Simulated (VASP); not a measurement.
Set up this calculation in VASP 6.6.1, as the native input.

| Quantity | Value |
| --- | --- |
| Task | single point |
| Functional | PBEsol |
| Potentials or basis | VASP PAW PBE potentials, release 64 (Si, Ti_sv) |
| Cutoff | 520 eV |
| k mesh | 2 × 2 × 2 |
| Occupations | fermi-dirac, width 0.05 eV |
| Spin | no spin polarisation |
| Dipole correction | no |
| Further INCAR settings | LREAL = Auto; ALGO = Normal; EDIFF = 1e-07; NBANDS = 52 |

The structure of TiSi16 (a cell with a defect) lies in POSCAR:

```
TiSi16
1.0
    0.0000000000      5.4300000000      5.4300000000
    5.4300000000      0.0000000000      5.4300000000
    5.4300000000      5.4300000000      0.0000000000
Si Ti
16 1
Direct
    0.0233149171      0.0048987109      0.0064825046
    0.0965561694      0.1489134438      0.1621915285
    0.0248250460     -0.0296132597      0.5543278085
    0.1573112339      0.1194843462      0.6423204420
   -0.0282228361      0.5221823204      0.0484069982
    0.1112799263      0.6504143646      0.1462523020
    0.0200552486      0.4823572744      0.5338489871
    0.1299723757      0.6101565378      0.6798250460
    0.4959484346      0.0030570902      0.0140699816
    0.6400092081      0.1311325967      0.1356629834
    0.5383977901     -0.0103130755      0.5101841621
    0.6418047882      0.1239779006      0.6374769797
    0.4672099448      0.5020165746      0.0108195212
    0.6094567219      0.6310220994      0.1529742173
    0.4927163904      0.4868047882      0.5378176796
    0.6329742173      0.6059760589      0.6526243094
    0.2559392265      0.7614272560      0.2759208103
```

The input as run:

INCAR

```
ALGO = Normal
EDIFF = 1E-7
ENCUT = 520
GGA = PS
ISIF = 2
ISMEAR = -1
LASPH = True
LCHARG = False
LREAL = Auto
LWAVE = False
NBANDS = 52
NELM = 80
PREC = Accurate
SIGMA = 0.05
```

KPOINTS

```
k-points
0
Gamma
  2 2 2
```

Potentials or basis: VASP PAW PBE potentials, release 64 (Si, Ti_sv).

The run is started by

```bash
$ cat potpaw_PBE.64/Si/POTCAR potpaw_PBE.64/Ti_sv/POTCAR > POTCAR
$ mpirun -np 1 vasp_std > vasp.out
```

Results of the run:

```yaml
Pressure: 2.9 GPa
Largest_force: 2.155 eV/Å
Band_gap_on_the_k_mesh: zero (band 38 reaches 6.83 eV, above the bottom of band 39 at 6.50 eV)
```

Caveat: the k points lie up to 0.50 Å⁻¹ apart; the PAW data sets were made with another functional, which shifts forces and pressure a little.

Run time: 2.7 min on 1 thread of Intel(R) Xeon(R) 6975P-C (Granite Rapids), on a shared host, peak memory 0.49 GiB.
